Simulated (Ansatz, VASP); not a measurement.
# One calculation of Pd, two programs

File POSCAR:

```
Pd
1.0
    0.0000000000      2.9442207149      2.9442207149
    2.9442207149      0.0000000000      2.9442207149
    2.9442207149      2.9442207149      0.0000000000
Pd
2
Direct
    0.1250000000      0.1250000000      0.1250000000
    0.8750000000      0.8750000000      0.8750000000
```

Contents of INCAR.step1:

```
  PREC = Accurate
  ENCUT = 520
  ISMEAR = -1
  SIGMA = 0.1
  LREAL = False
  LASPH = True
  NELM = 100
  NBANDS = 17
  GGA = PE
  ALGO = Normal
  EDIFF = 1E-4
  LWAVE = True
  LCHARG = False
```

Contents of INCAR.step2:

```
  PREC = Accurate
  ENCUT = 520
  EDIFF = 1E-6
  ISMEAR = -1
  SIGMA = 0.1
  LREAL = False
  LASPH = True
  NELM = 100
  ALGO = Normal
  ISIF = 2
  LWAVE = False
  LCHARG = False
  METAGGA = R2SCAN
  LMIXTAU = True
  NBANDS = 17
  ISTART = 1
```

The input KPOINTS:

```
regular mesh
0
Gamma
  11 11 11
```

Input for Ansatz:

```yaml
crystal:
  lattice:
    - [0.0, 2.9442207149, 2.9442207149]
    - [2.9442207149, 0.0, 2.9442207149]
    - [2.9442207149, 2.9442207149, 0.0]
  atoms:
    - { symbol: Pd, position: [0.125, 0.125, 0.125] }
    - { symbol: Pd, position: [0.875, 0.875, 0.875] }
hamiltonian:
  xc: r2scan
  pseudopotentials:
    kind: paw
    azcp:
      Pd: "pseudopotentials/Pd.paw.azcp"
basis:
  ecutwfc: 500
  fft_grid_basis: typed
kpoints:
  mp_grid: { grid: [11, 11, 11], shift: [0, 0, 0] }
magnetization:
  spin_polarized: false
scf:
  occupations: { method: fermi_dirac, width: 0.1 }
  lower_state_search: "off"
output:
  stress: true
  write_density: true
  write_potential: true
  elf: true
  volumetric_format: npy
```

Alike in both runs: task single point; functional r2SCAN; k mesh 11 × 11 × 11; occupations fermi-dirac, width 0.1 eV; no spin polarisation.

|  | VASP | Ansatz |
| --- | --- | --- |
| version | VASP 6.6.1 | Ansatz 0.2.0 |
| potentials or method | VASP PAW PBE potentials, release 64 (Pd), cutoff 520 eV | plane waves (500 eV) with PAW, scalar-relativistic |
| valence electrons in the cell | 20 | 36 |

|  | VASP | Ansatz | Ansatz less VASP |
| --- | --- | --- | --- |
| pressure (GPa) | -4.8 | -4.8 | +0.03 |

VASP's potentials were made for PBE, not for r2SCAN. VASP's potentials hold 20 valence electrons a cell and Ansatz's 36, so a difference there can come from the potentials and not from the codes.
